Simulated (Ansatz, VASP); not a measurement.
## VH2: VASP beside Ansatz

```
V H
1.0
     0.00000    1.74966    1.74966
     1.74966    0.00000    1.74966
     1.74966    1.74966    0.00000
V H
1 2
Direct
  0.00000 0.00000 0.00000
  0.25000 0.25000 0.25000
  0.75000 0.75000 0.75000
```

Alike in both runs: functional LDA; k mesh 15 × 15 × 15; occupations fermi-dirac, width 0.05 eV; collinear spin.

Ansatz relaxed the structure, and its values are those at the end. VASP's run is a single point on that final structure, the one shown.

|  | VASP | Ansatz |
| --- | --- | --- |
| version | VASP 6.6.1 | Ansatz 0.2.0 |
| potentials or method | VASP PAW LDA potentials, release 64 (V_sv, H) | PAW with Ansatz's default frozen-core files, scalar-relativistic |
| plane-wave cutoff (eV) | 520 | 420 |
| valence electrons in the cell | 15 | 15 |

|  | VASP | Ansatz | Ansatz less VASP |
| --- | --- | --- | --- |
| net moment per atom (μB) | 0.00 | 0.00 | 0.000 |

LDA's correlation is that of Perdew and Zunger in VASP and of Perdew and Wang (1992) in Ansatz. Ansatz's warnings: seeded moment not kept, stress scf threshold loose.
